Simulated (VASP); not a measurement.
## YB: single point with r2SCAN

The system is YB.

```
Y B
1.0
     0.00000    2.68295    2.68295
     2.68295    0.00000    2.68295
     2.68295    2.68295    0.00000
Y B
1 1
Direct
  0.50000 0.50000 0.50000
  0.00000 0.00000 0.00000
```

| Property | Result |
| --- | --- |
| Program | VASP 6.6.1 |
| Task | single point |
| Functional | r2SCAN |
| Potentials or basis | VASP PAW PBE potentials, release 64 (Y_sv, B) |
| Cutoff | 520 eV |
| k mesh | 12 × 12 × 12 |
| Occupations | gaussian, width 0.05 eV |
| Spin | no spin polarisation |

The pressure is 0.0 GPa and the band gap on the k mesh is zero (bands 7 and 8 overlap by 3.20 eV).

Levels at points of the mesh, in eV from the Fermi level:
| k point | band 5 | band 6 | band 7 | band 8 | band 9 | band 10 |
| --- | --- | --- | --- | --- | --- | --- |
| (0.00, 0.00, 0.00) | -7.77 | 2.73 | 2.73 | 2.73 | 2.98 | 2.98 |
| (0.50, 0.00, 0.00) | -4.95 | -3.00 | -0.43 | -0.43 | 5.84 | 5.84 |
| (0.50, 0.50, 0.00) | -6.07 | -0.85 | 0.52 | 1.57 | 1.57 | 5.55 |

It took 3.7 min on 1 thread of Intel Xeon 8259CL, on a shared host, peak memory 0.21 GiB.

Caveat: the PAW data sets were made with another functional, which shifts forces and pressure a little.
